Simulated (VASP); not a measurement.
A run of VASP 6.6.1 is set up as follows.

File INCAR:

```
PREC     = Accurate       # precision mode
ENCUT    = 520            # plane-wave cutoff, eV
EDIFF    = 1E-7           # SCF threshold, eV
ISMEAR   = 0              # smearing method
SIGMA    = 0.15           # smearing width, eV
LREAL    = F              # projectors in reciprocal space
LASPH    = T              # aspherical terms in the spheres
NELM     = 60             # most SCF steps
ALGO     = Normal         # electronic algorithm
ISIF     = 2              # what is computed and relaxed
LWAVE    = F              # write WAVECAR
LCHARG   = T              # write CHGCAR
GGA      = PS             # functional
LELF     = T              # ELF
LVHAR    = T            
NBANDS   = 43             # bands
```

File KPOINTS:

```
regular mesh
0
Gamma
  12 12 6
```

The input POSCAR:

```
Si2Mo
1.0
    4.5744403909      0.0000000000      0.0000000000
   -2.2872201955      3.9615815866      0.0000000000
    0.0000000000      0.0000000000      6.5665572496
Si Mo
6 3
Direct
    0.1641680652      0.8358319348      0.8904408839
    0.3283361304      0.1641680652      0.2237742172
    0.8358319348      0.6716638696      0.5571075505
    0.8358319348      0.1641680652      0.8904408839
    0.6716638696      0.8358319348      0.2237742172
    0.1641680652      0.3283361304      0.5571075505
    0.5000000000      0.0000000000      0.5000000000
    0.0000000000      0.5000000000      0.1666666667
    0.5000000000      0.5000000000      0.8333333333
```

Potentials or basis: VASP PAW PBE potentials, release 64 (Si, Mo_sv).

Launch:

```console
$ cat potpaw_PBE.64/Si/POTCAR potpaw_PBE.64/Mo_sv/POTCAR > POTCAR
$ mpirun -np 1 vasp_std > vasp.out
```

**Question.** Predict the largest force.

**Answer.** 5.853 eV/Å.

**Question.** Estimate the pressure.

**Answer.** 12.4 GPa.

Forces in eV/Å, atoms in the order of the input:
```
Si   0.279  1.631 -2.926
Si  -1.273  1.057 -2.926
Si   1.551  0.574 -2.926
Si  -0.279 -1.631 -2.926
Si   1.273 -1.057 -2.926
Si  -1.551 -0.574 -2.926
Mo   0.000  0.000  5.853
Mo   0.000  0.000  5.853
Mo   0.000  0.000  5.853
```

Caveat: the cell differs from its parent crystal (all Si atoms moved +0.375 Å, as atom 1 along Cartesian [0 0 1]); the stress differs along the axes, from 5 to 27 GPa; the PAW data sets were made with another functional, which shifts forces and pressure a little.
